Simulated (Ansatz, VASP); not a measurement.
# One calculation of Rb, two programs

```
Rb
1.0
    -2.80250    2.80250    2.80250
     2.80250   -2.80250    2.80250
     2.80250    2.80250   -2.80250
Rb
1
Direct
  0.00000 0.00000 0.00000
```

Alike in both runs: functional PBEsol; k mesh 7 × 7 × 7; occupations fermi-dirac, width 0.05 eV; non-collinear spin, spin-orbit coupling.

|  | VASP | Ansatz |
| --- | --- | --- |
| version | VASP 6.6.1 | Ansatz 0.2.0 |
| potentials or method | VASP PAW PBE potentials, release 64 (Rb_sv) | Ansatz PAW |
| plane-wave cutoff (eV) | 520 | 420 |
| valence electrons in the cell | 9 | 9 |
| task | single point | band structure |

```csv
,VASP,Ansatz,Ansatz less VASP
pressure (GPa),-0.1,-0.1,0.00
net moment per atom (μB),0.00,0.00,0.000
```

VASP's potentials were made for PBE, not for PBEsol.
